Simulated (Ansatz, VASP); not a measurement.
**Be3ReH: VASP beside Ansatz**

INCAR

```
ALGO = Normal
EDIFF = 1E-6
EDIFFG = -0.01
ENCUT = 600
GGA = PE
IBRION = 2
ISIF = 3
ISMEAR = 0
LASPH = True
LCHARG = False
LREAL = False
LWAVE = False
NELM = 60
NSW = 100
PREC = Accurate
SIGMA = 0.1
```

File KPOINTS:

```
k-points
0
Gamma
  14 14 6
```

POSCAR

```
Be3ReH
1.0
    2.6149580529      0.0000000000      0.0000000000
    0.0000000000      2.6149580529      0.0000000000
    0.0000000000      0.0000000000      7.3493774558
Be Re H
3 1 1
Direct
    0.0000000000      0.0000000000      0.5000000000
    0.5000000000      0.5000000000      0.6669504067
    0.5000000000      0.5000000000      0.3330495933
    0.5000000000      0.5000000000      0.0000000000
    0.0000000000      0.0000000000      0.0000000000
```

Input for Ansatz:

```yaml
crystal:
  lattice:
    - [2.6149580529, 0.0, 0.0]
    - [0.0, 2.6149580529, 0.0]
    - [0.0, 0.0, 7.3493774558]
  atoms:
    - { symbol: Be, position: [0.0, 0.0, 0.5] }
    - { symbol: Be, position: [0.5, 0.5, 0.6669504067] }
    - { symbol: Be, position: [0.5, 0.5, 0.3330495933] }
    - { symbol: Re, position: [0.5, 0.5, 0.0] }
    - { symbol: H, position: [0.0, 0.0, 0.0] }
basis:
  ecutwfc: 420
kpoints:
  mp_grid: { grid: [14, 14, 6] }
hamiltonian:
  xc: pbe
scf:
  occupations: { method: gaussian, width: 0.1 }
output:
  forces: true
  stress: true
  eigenvalues: true
  write_density: true
  write_potential: true
  elf: true
  volumetric_format: npy
relax:
  adjacent_minimum: "off"
  f_tol: 0.01
  max_steps: 80
  cell: { stress_tol: 0.05 }
```

Alike in both runs: task relaxation of cell and atoms; functional PBE; k mesh 14 × 14 × 6; occupations gaussian, width 0.1 eV; no spin polarisation.

|  | VASP | Ansatz |
| --- | --- | --- |
| version | VASP 6.6.1 | Ansatz 0.2.0 |
| potentials or method | VASP PAW PBE potentials, release 64 (Be, Re, H), cutoff 600 eV | scalar-relativistic, plane waves, PAW |
| valence electrons in the cell | 14 | 22 |

|  | VASP | Ansatz | Ansatz less VASP |
| --- | --- | --- | --- |
| gap on the k mesh at the Fermi level, each at its own relaxed structure (eV) | none | none | - |
| relaxed volume (Å³/atom) | 10.28 | 10.25 | -0.035 |
| relaxed length of the cell vector where the two differ most in proportion (Å) | 7.644 | 7.635 | -0.0090 |

A gap of «none» marks a metal or a gap that the smearing closes. VASP's potentials hold 14 valence electrons a cell and Ansatz's 22, so a difference there can come from the potentials and not from the codes.

Neither program's run includes spin-orbit coupling.
